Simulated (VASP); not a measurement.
# BeTe (F-43m) in VASP: settings compared

Aim: see how the results for BeTe move with the level of theory and the settings. Levels: PBE, PBE-based global hybrid with 50 % exact exchange, PBE-based screened hybrid with 35 % exact exchange. Tasks: single point.

Program: VASP 6.6.1. These are calculated values, not measurements. Logs are shortened: lines on timing, memory, paths and dates and some standing lists are left out, and cuts for length are marked.

## (1) The cell of the first run

It takes space group F-43m (No. 216, cubic). Conventional cell: a = 5.657 Å, b = 5.657 Å, c = 5.657 Å, α = 90.00°, β = 90.00°, γ = 90.00°. Within 3.2 Å of Be (site symmetry -43m) lie 4 Te at 2.45 Å. Te (site symmetry -43m) has 4 Be at 2.45 Å within 3.2 Å.

## (2) Single point, PBE

Contents of INCAR:

```
PREC = Accurate
ENCUT = 520
EDIFF = 1E-6
ISMEAR = 1
SIGMA = 0.001
LREAL = False
LASPH = True
NELM = 80
ALGO = Normal
ISIF = 2
LWAVE = False
LCHARG = True
GGA = PE
LELF = True
LVHAR = True
NBANDS = 11
```

Contents of KPOINTS:

```
Automatic mesh
0
Gamma
  6 6 6
```

Contents of POSCAR:

```
BeTe
1.0
    0.0000000000      2.8286228760      2.8286228760
    2.8286228760      0.0000000000      2.8286228760
    2.8286228760      2.8286228760      0.0000000000
Be Te
1 1
Direct
    0.0000000000      0.0000000000      0.0000000000
    0.2500000000      0.2500000000      0.2500000000
```

Potentials or basis: VASP PAW PBE potentials, release 64 (Be, Te).

Run with:

```sh
$ cat potpaw_PBE.64/Be/POTCAR potpaw_PBE.64/Te/POTCAR > POTCAR
$ mpirun -np 1 vasp_std > vasp.out
```

OUTCAR:

```text
PREC = Accurate
   ENCUT = 520
   EDIFF = 1E-6
   ISMEAR = 1
   LREAL = False
   LASPH = True
   NELM = 80
   ISIF = 2
   GGA = PE

 ion  position               nearest neighbor table
   1  0.000  0.000  0.000-   2 2.45   2 2.45   2 2.45   2 2.45
   2  0.250  0.250  0.250-   1 2.45   1 2.45   1 2.45   1 2.45

  LATTYP: Found a face centered cubic cell.
 ALAT       =     5.6572457520

  Lattice vectors:

 A1 = (   0.0000000000,   2.8286228760,   2.8286228760)
 A2 = (   2.8286228760,   0.0000000000,   2.8286228760)
 A3 = (   2.8286228760,   2.8286228760,   0.0000000000)

Analysis of symmetry for initial positions (statically):
=====================================================================
 Subroutine PRICEL returns:
 Original cell was already a primitive cell.

 Routine SETGRP: Setting up the symmetry group for a
 face centered cubic supercell.

 Subroutine GETGRP returns: Found 24 space group operations
 (whereof 24 operations were pure point group operations)
 out of a pool of 48 trial point group operations.

The static configuration has the point symmetry T_d .

Analysis of symmetry for dynamics (positions and initial velocities):
=====================================================================
 Subroutine PRICEL returns:
 Original cell was already a primitive cell.

 Routine SETGRP: Setting up the symmetry group for a
 face centered cubic supercell.

 Subroutine GETGRP returns: Found 24 space group operations
 (whereof 24 operations were pure point group operations)
 out of a pool of 48 trial point group operations.

The dynamic configuration has the point symmetry T_d .

 Subroutine INISYM returns: Found 24 space group operations
 (whereof 24 operations are pure point group operations),
 and found     1 'primitive' translations

----------------------------------------------------------------------------------------

                                     Primitive cell

  volume of cell :      45.2642

  direct lattice vectors                    reciprocal lattice vectors
     0.000000000  2.828622876  2.828622876    -0.176764462  0.176764462  0.176764462
     2.828622876  0.000000000  2.828622876     0.176764462 -0.176764462  0.176764462
     2.828622876  2.828622876  0.000000000     0.176764462  0.176764462 -0.176764462

  length of vectors
     4.000276834  4.000276834  4.000276834     0.306165029  0.306165029  0.306165029

[... 78 lines left out ...]
   ISYM   =      2    0-nonsym 1-usesym 2-fastsym
   POTIM  = 0.5000    time-step for ionic-motion
   TEBEG  =    0.0;   TEEND  =   0.0 temperature during run
   PSTRESS=    0.0 pullay stress
   NELECT =       8.0000    total number of electrons
   NUPDOWN=      -1.0000    fix difference up-down
   EMIN   =  10.00;   EMAX   =-10.00  energy-range for DOS
   EFERMI =   0.00;   METHOD = LEGACY
   ISMEAR =     1;   SIGMA  =   0.00  broadening in eV -4-tet -1-fermi 0-gaus
   EFERMI_NEDOS =   21; number of points for ismear=-14 and -15
   IALGO  =     38    algorithm
   IMIX   =      4    mixing-type and parameters
     AMIX     =   0.40;   BMIX     =  1.00
     AMIX_MAG =   1.60;   BMIX_MAG =  1.00
  volume/ion in A,a.u.               =      22.63       152.73
  Fermi-wavevector in a.u.,A,eV,Ry     =   0.918727  1.736142 11.484122  0.844059
  Thomas-Fermi vector in A             =   2.043841
   LORBIT       =      0    0 simple, 1 ext, 2 COOP (PROOUT), +10 PAW based schemes
   GGA     = PE    functional components
   LHFCALC =     F    Hartree Fock is set to
   AEXX    =    0.0000 exact exchange contribution
   IVDW    =     0    specifies the selected vdW correction
   LEPSILON=     F    determine dielectric tensor
   LRPA    =     F    only Hartree local field effects (RPA)
 non-spin polarized calculation
 Methfessel and Paxton  Order N= 1 SIGMA  =   0.00
  energy-cutoff  :      520.00
  volume of cell :       45.26
 maximum number of plane-waves:      1243
 NGX is ok and might be reduce to    30
   NGX = 15   NGY = 15   NGZ = 15

 number of electron       8.0000000 magnetization

 Free energy of the ion-electron system (eV)
  ---------------------------------------------------
  ext. energy  EPLUGINS =         0.00000000
  ---------------------------------------------------
  free energy    TOTEN  =        -7.61857842 eV

  energy without entropy =       -7.61857842  energy(sigma->0) =       -7.61857842

 E-fermi :   4.9857     XC(G=0):  -9.0015

 val. band max:        4.9493377936   @ k =   0.0000   0.0000   0.0000
 cond. band min:       6.9545097449   @ k =   0.5000   0.5000   0.0000
 fundamental gap:      2.0051719513
 Fermi energy:         4.9857204305

 k-point     1 :       0.0000    0.0000    0.0000
  band No.  band energies     occupation
      1      -7.2597      2.00000
      2       4.9493      2.00000
      3       4.9493      2.00000
      4       4.9493      2.00000
      5       8.5687      0.00000
      6       8.5687      0.00000
      7       8.5687      0.00000
      8       8.6728      0.00000
      9      13.2453      0.00000
     10      15.1649      0.00000
     11      15.1649      0.00000
[... 197 lines left out ...]
 k-point    16 :      -0.3333    0.5000    0.1667
  band No.  band energies     occupation
      1      -5.4452      2.00000
      2       0.2316      2.00000
      3       1.6276      2.00000
      4       1.9257      2.00000
      5       8.6684      0.00000
      6       9.2209      0.00000
      7      12.2403      0.00000
      8      12.5101      0.00000
      9      15.8016      0.00000
     10      16.6272      0.00000
     11      17.7271      0.00000

------------------------ aborting loop because EDIFF is reached ----------------------------------------

  FORCE on cell =-STRESS in cart. coord.  units (eV):
  Direction    XX          YY          ZZ          XY          YZ          ZX
  --------------------------------------------------------------------------------------
  -------------------------------------------------------------------------------------
  Total        0.1062766      0.1062766      0.1062766     -0.0000000      0.0000000     -0.0000000
  in kB        3.7617759      3.7617759      3.7617759     -0.0000000      0.0000000     -0.0000000
  external PRESSURE =       3.7617759 kB  Pullay stress =       0.0000000 kB

 VOLUME and BASIS-vectors are now :
 -----------------------------------------------------------------------------
  energy-cutoff  :      520.00
  volume of cell :       45.26
      direct lattice vectors                 reciprocal lattice vectors
     0.000000000  2.828622876  2.828622876    -0.176764462  0.176764462  0.176764462
     2.828622876  0.000000000  2.828622876     0.176764462 -0.176764462  0.176764462
     2.828622876  2.828622876  0.000000000     0.176764462  0.176764462 -0.176764462

 POSITION                                       TOTAL-FORCE (eV/Angst)
 -----------------------------------------------------------------------------------
      0.00000      0.00000      0.00000        -0.000000     -0.000000     -0.000000
      1.41431      1.41431      1.41431         0.000000      0.000000      0.000000
 -----------------------------------------------------------------------------------
    total drift:                                0.000000      0.000000      0.000000

  FREE ENERGIE OF THE ION-ELECTRON SYSTEM (eV)
  ---------------------------------------------------
  free  energy   TOTEN  =        -7.6185784219 eV

  energy  without entropy=       -7.6185784219  energy(sigma->0) =       -7.61857842
```

stdout:

```text
POSCAR found type information on POSCAR BeTe
 POSCAR found :  2 types and       2 ions
 scaLAPACK will be used
 LDA part: xc-table for (Slater+PW92), standard interpolation
 POSCAR, INCAR and KPOINTS ok, starting setup
 FFT: planning ... GRIDC
 FFT: planning ... GRID_SOFT
 FFT: planning ... GRID
 WAVECAR not read
 entering main loop
```

Run time: 20 s. Hardware: 1 thread of AMD EPYC 7R13, shared host; peak memory 0.14 GiB.

Results:

```yaml
Free_energy: -7.6186 eV
Pressure: 0.4 GPa
Band_gap_on_the_k_mesh: 2.01 eV (least direct gap 3.62 eV)
```

Caveat: spin-orbit coupling is left out, which moves the levels of the heavy elements. Expect the measured gap to be larger: semilocal functionals such as PBE lack the derivative discontinuity.

## (3) Single point, PBE-based global hybrid with 50 % exact exchange

POSCAR is that of step 2.

Contents of INCAR.step1:

```
PREC     = Accurate       # precision mode
ENCUT    = 520            # plane-wave cutoff, eV
EDIFF    = 1E-5           # SCF threshold, eV
ISMEAR   = 0              # smearing method
SIGMA    = 0.01           # smearing width, eV
LREAL    = False          # projectors in reciprocal space
LASPH    = True           # aspherical terms in the spheres
NELM     = 80             # most SCF steps
ALGO     = Normal         # electronic algorithm
ISIF     = 2              # what is computed and relaxed
LWAVE    = True           # write WAVECAR
LCHARG   = False          # write CHGCAR
NBANDS   = 11             # bands
GGA      = PE             # functional
```

Contents of INCAR.step2:

```
PREC     = Accurate       # precision mode
ENCUT    = 520            # plane-wave cutoff, eV
EDIFF    = 1E-6           # SCF threshold, eV
ISMEAR   = 0              # smearing method
SIGMA    = 0.01           # smearing width, eV
LREAL    = False          # projectors in reciprocal space
LASPH    = True           # aspherical terms in the spheres
NELM     = 80             # most SCF steps
ALGO     = Normal         # electronic algorithm
ISIF     = 2              # what is computed and relaxed
LWAVE    = False          # write WAVECAR
LCHARG   = False          # write CHGCAR
GGA      = PE             # functional
LHFCALC  = True           # exact exchange
AEXX     = 0.5            # exact-exchange fraction
PRECFOCK = Normal       
NBANDS   = 11             # bands
ISTART   = 1
```

Contents of KPOINTS:

```
regular mesh
0
Gamma
  4 4 4
```

Potentials or basis: VASP PAW PBE potentials, release 64 (Be, Te).

Run with:

```sh
$ cat potpaw_PBE.64/Be/POTCAR potpaw_PBE.64/Te/POTCAR > POTCAR
$ cp INCAR.step1 INCAR
$ mpirun -np 1 vasp_std > vasp.out
$ cp INCAR.step2 INCAR
$ mpirun -np 1 vasp_std > vasp.out
```

OUTCAR:

```text
PREC = Accurate
   ENCUT = 520
   EDIFF = 1E-6
   ISMEAR = 0
   LREAL = False
   LASPH = True
   NELM = 80
   ISIF = 2
   GGA = PE
   LHFCALC = True
   AEXX = 0.5
   PRECFOCK = Normal
   ISTART = 1

 ion  position               nearest neighbor table
   1  0.000  0.000  0.000-   2 2.45   2 2.45   2 2.45   2 2.45
   2  0.250  0.250  0.250-   1 2.45   1 2.45   1 2.45   1 2.45

  LATTYP: Found a face centered cubic cell.
 ALAT       =     5.6572457520

  Lattice vectors:

 A1 = (   0.0000000000,   2.8286228760,   2.8286228760)
 A2 = (   2.8286228760,   0.0000000000,   2.8286228760)
 A3 = (   2.8286228760,   2.8286228760,   0.0000000000)

Analysis of symmetry for initial positions (statically):
=====================================================================
 Subroutine PRICEL returns:
 Original cell was already a primitive cell.

 Routine SETGRP: Setting up the symmetry group for a
 face centered cubic supercell.

 Subroutine GETGRP returns: Found 24 space group operations
 (whereof 24 operations were pure point group operations)
 out of a pool of 48 trial point group operations.

The static configuration has the point symmetry T_d .

Analysis of symmetry for dynamics (positions and initial velocities):
=====================================================================
 Subroutine PRICEL returns:
 Original cell was already a primitive cell.

 Routine SETGRP: Setting up the symmetry group for a
 face centered cubic supercell.

 Subroutine GETGRP returns: Found 24 space group operations
 (whereof 24 operations were pure point group operations)
 out of a pool of 48 trial point group operations.

The dynamic configuration has the point symmetry T_d .

 Subroutine INISYM returns: Found 24 space group operations
 (whereof 24 operations are pure point group operations),
 and found     1 'primitive' translations

----------------------------------------------------------------------------------------

                                     Primitive cell

[... 108 lines left out ...]
   ENCUTFOCK=  -1.0 apply spherical cutoff to Coloumb kernel
   IVDW    =     0    specifies the selected vdW correction
   LEPSILON=     F    determine dielectric tensor
   LRPA    =     F    only Hartree local field effects (RPA)
 non-spin polarized calculation
 Gauss-broadening in eV      SIGMA  =   0.01
  energy-cutoff  :      520.00
  volume of cell :       45.26
 maximum number of plane-waves:      1243
 NGX is ok and might be reduce to    30
  NGX = 24; NGY = 24; NGZ = 24

 number of electron       8.0000000 magnetization

 Free energy of the ion-electron system (eV)
  ---------------------------------------------------
  ext. energy  EPLUGINS =         0.00000000
  ---------------------------------------------------
  free energy    TOTEN  =       -11.33445738 eV

  energy without entropy =      -11.33445738  energy(sigma->0) =      -11.33445738

 E-fermi :   3.2115     XC(G=0):  -5.2713

 val. band max:        3.1572589368   @ k =   0.0000   0.0000   0.0000
 cond. band min:       8.0291386803   @ k =   0.5000   0.5000   0.0000
 fundamental gap:      4.8718797435
 Fermi energy:         3.2114548192

 k-point     1 :       0.0000    0.0000    0.0000
  band No.  band energies     occupation
      1     -11.3381      2.00000
      2       3.1573      2.00000
      3       3.1573      2.00000
      4       3.1573      2.00000
      5       9.9035      0.00000
      6      10.0895      0.00000
      7      10.0895      0.00000
      8      10.0895      0.00000
      9      15.1201      0.00000
     10      17.0706      0.00000
     11      17.0706      0.00000
[... 85 lines left out ...]
 k-point     8 :      -0.2500    0.5000    0.2500
  band No.  band energies     occupation
      1      -9.0284      2.00000
      2      -2.3702      2.00000
      3      -1.1111      2.00000
      4      -0.4861      2.00000
      5      11.5854      0.00000
      6      12.1109      0.00000
      7      12.2321      0.00000
      8      12.9318      0.00000
      9      18.2111      0.00000
     10      19.0084      0.00000
     11      20.0733      0.00000

------------------------ aborting loop because EDIFF is reached ----------------------------------------

  FORCE on cell =-STRESS in cart. coord.  units (eV):
  Direction    XX          YY          ZZ          XY          YZ          ZX
  --------------------------------------------------------------------------------------
  -------------------------------------------------------------------------------------
  Total       -0.6152939     -0.6152939     -0.6152939     -0.0000000      0.0000000     -0.0000000
  in kB      -21.7790056    -21.7790056    -21.7790056     -0.0000000      0.0000000     -0.0000000
  external PRESSURE =     -21.7790056 kB  Pullay stress =       0.0000000 kB

 VOLUME and BASIS-vectors are now :
 -----------------------------------------------------------------------------
  energy-cutoff  :      520.00
  volume of cell :       45.26
      direct lattice vectors                 reciprocal lattice vectors
     0.000000000  2.828622876  2.828622876    -0.176764462  0.176764462  0.176764462
     2.828622876  0.000000000  2.828622876     0.176764462 -0.176764462  0.176764462
     2.828622876  2.828622876  0.000000000     0.176764462  0.176764462 -0.176764462

 POSITION                                       TOTAL-FORCE (eV/Angst)
 -----------------------------------------------------------------------------------
      0.00000      0.00000      0.00000        -0.000000     -0.000000     -0.000000
      1.41431      1.41431      1.41431         0.000000      0.000000      0.000000
 -----------------------------------------------------------------------------------
    total drift:                                0.000001     -0.000002     -0.000001

  FREE ENERGIE OF THE ION-ELECTRON SYSTEM (eV)
  ---------------------------------------------------
  free  energy   TOTEN  =       -11.3344573792 eV

  energy  without entropy=      -11.3344573792  energy(sigma->0) =      -11.33445738
```

OUTCAR.step1:

```text
PREC = Accurate
   ENCUT = 520
   EDIFF = 1E-5
   ISMEAR = 0
   LREAL = False
[... 316 lines left out ...]
      0.00000      0.00000      0.00000         0.000000      0.000000      0.000000
      1.41431      1.41431      1.41431        -0.000000     -0.000000     -0.000000
 -----------------------------------------------------------------------------------
    total drift:                                0.000000      0.000000      0.000000

  FREE ENERGIE OF THE ION-ELECTRON SYSTEM (eV)
  ---------------------------------------------------
  free  energy   TOTEN  =        -7.5472045414 eV

  energy  without entropy=       -7.5472045414  energy(sigma->0) =       -7.54720454
```

It took 4.3 min on 1 thread of AMD EPYC 7R13, shared host; peak memory 0.15 GiB.

Results:

```yaml
Free_energy: -11.3345 eV
Pressure: -2.2 GPa
Band_gap_on_the_k_mesh: 4.87 eV (least direct gap 6.75 eV)
```

Caveat: the k points lie up to 0.48 Å⁻¹ apart; the PAW data sets were made with another functional, which shifts forces and pressure a little; spin-orbit coupling is left out, which moves the levels of the heavy elements.

## (4) Single point, PBE-based screened hybrid with 35 % exact exchange

POSCAR is that of step 3.

Contents of INCAR.step1:

```
SYSTEM = BeTe
PREC = Accurate
ENCUT = 520
EDIFF = 1E-5
ISMEAR = 0
SIGMA = 0.01
LREAL = .FALSE.
LASPH = .TRUE.
NELM = 100
ALGO = Normal
ISIF = 2
LWAVE = .TRUE.
LCHARG = .FALSE.
GGA = PE
NBANDS = 11
```

Contents of INCAR.step2:

```
SYSTEM = BeTe
PREC = Accurate
ENCUT = 520
EDIFF = 1E-7
ISMEAR = 0
SIGMA = 0.01
LREAL = .FALSE.
LASPH = .TRUE.
NELM = 100
ALGO = Normal
ISIF = 2
LWAVE = .FALSE.
LCHARG = .FALSE.
GGA = PE
LHFCALC = .TRUE.
AEXX = 0.35
HFSCREEN = 0.3
PRECFOCK = Normal
ISTART = 1
NBANDS = 11
```

Contents of KPOINTS:

```
regular mesh
0
G
  4 4 4
  0 0 0
```

Run with:

```sh
$ cat potpaw_PBE.64/Be/POTCAR potpaw_PBE.64/Te/POTCAR > POTCAR
$ cp INCAR.step1 INCAR
$ mpirun -np 1 vasp_std > vasp.out
$ cp INCAR.step2 INCAR
$ mpirun -np 1 vasp_std > vasp.out
```

Run time: 4.5 min. Hardware: 1 thread of AMD EPYC 7R13, shared host; peak memory 0.25 GiB.

The run converged. Its results:

* Free energy: -8.8991 eV
* Pressure: -0.9 GPa
* Band gap on the k mesh: 2.73 eV (least direct gap 4.55 eV)

Levels at points of the mesh, in eV from the valence-band top:
| k point | band 1 | band 2 | band 3 | band 4 | band 5 | band 6 | band 7 | band 8 |
| --- | --- | --- | --- | --- | --- | --- | --- | --- |
| (0.00, 0.00, 0.00) | -13.63 | 0.00 | 0.00 | 0.00 | 4.55 | 4.59 | 4.59 | 4.59 |
| (0.50, 0.00, 0.00) | -12.10 | -6.08 | -1.21 | -1.21 | 3.86 | 5.58 | 5.58 | 8.98 |
| (0.50, 0.50, 0.00) | -11.53 | -5.65 | -2.85 | -2.85 | 2.73 | 3.46 | 11.20 | 11.20 |

Caveat: the k points lie up to 0.48 Å⁻¹ apart; the PAW data sets were made with another functional, which shifts forces and pressure a little; spin-orbit coupling is left out, which moves the levels of the heavy elements. A k mesh can miss the band edges.

## (5) The runs side by side

```csv
level,k mesh,smearing,grid for exact exchange (PRECFOCK),share of exact exchange,screening parameter,gap on the mesh (eV),pressure (GPa)
PBE,6 × 6 × 6,methfessel-paxton 0.001 eV,-,-,-,2.01,0.4
PBE-based global hybrid with 50 % exact exchange,4 × 4 × 4,gaussian 0.01 eV,Normal,0.5,-,4.87,-2.2
PBE-based screened hybrid with 35 % exact exchange,4 × 4 × 4,gaussian 0.01 eV,Normal,0.35,0.3 1/Å,2.73,-0.9
```

Alike in all rows: task single point; potentials or basis VASP PAW PBE potentials, release 64 (Be, Te); no spin polarisation; cell as given; cutoff (eV) 520.

Caveats: some runs use coarse meshes; spin-orbit coupling is left out, which moves the levels of the heavy elements; the PAW data sets were made with another functional, which shifts forces and pressure a little (at least some runs).

Total energies depend on the potentials used, so only differences within one code and one set of settings carry meaning.
